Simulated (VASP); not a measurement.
FePt:

```
CELL_PARAMETERS angstrom
5.44700 0.00000 0.00000
0.00000 2.72350 0.00000
0.00000 0.00000 3.72000
ATOMIC_POSITIONS crystal
Fe 0.00000 0.00000 0.00000
Fe 0.50000 0.00000 0.00000
Pt 0.25000 0.50000 0.50000
Pt 0.75000 0.50000 0.50000
```

Base run:

```yaml
Program: VASP 6.6.1
Functional: PBE
Potentials_or_basis: VASP PAW PBE potentials, release 64 (Fe, Pt)
Cutoff: 520 eV
k_mesh: 5 × 9 × 6
Occupations: fermi-dirac, width 0.05 eV
Spin: no spin polarisation
```

Its results: band gap on the k mesh zero (band 18 reaches 8.97 eV, above the bottom of band 19 at 7.97 eV); pressure -13.4 GPa.

Q: The run is repeated on the same cell with these changes: functional from PBE to r2SCAN; further incar settings from ALGO = Normal; EDIFF = 1e-06; NBANDS = 26 to ALGO = Normal; EDIFF = 1e-07; NBANDS = 26. What comes out?

A: Band gap on the k mesh zero (band 18 reaches 8.81 eV, above the bottom of band 19 at 7.88 eV); pressure -18.9 GPa.

Caveats: spin-orbit coupling is left out, which moves the levels of the heavy elements; the PAW data sets were made with another functional, which shifts forces and pressure a little (some runs).
